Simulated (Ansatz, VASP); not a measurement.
**BaTiO3: VASP beside Ansatz**

```
Ba Ti O
1.0
     4.10362    0.00000    0.00000
     0.00000    2.92216    2.84580
     0.00000   -2.92216    2.84580
Ba Ti O
1 1 3
Direct
  0.00000 0.00000 0.00000
  0.50000 0.50790 0.50790
  0.00000 0.49210 0.49210
  0.50000 0.50251 0.99371
  0.50000 0.99371 0.50251
```

Change from the starting cell: equal xx and yy strain of +3 %.

Alike in both runs: task single point; functional PBEsol; k mesh 8 × 8 × 8; occupations fermi-dirac, width 0.05 eV; no spin polarisation.

|  | VASP | Ansatz |
| --- | --- | --- |
| version | VASP 6.6.1 | Ansatz 0.2.0 |
| potentials or method | VASP PAW PBE potentials, release 64 (Ba_sv, Ti_sv, O), cutoff 520 eV | all-electron LAPW, scalar-relativistic |

```csv
,VASP,Ansatz,Ansatz less VASP
pressure (GPa),-11.1,-12.5,-1.44
"traceless stress, the component that is largest in VASP (GPa)",3.36,3.25,-0.105
rms of the force components (eV/Å),0.151,0.157,+0.0060
```

VASP's potentials were made for PBE, not for PBEsol. Atom by atom the forces differ by 0.008 eV/Å (rms over components). Ansatz ran all-electron here, and VASP with PAW potentials.

Spin-orbit coupling is off throughout.
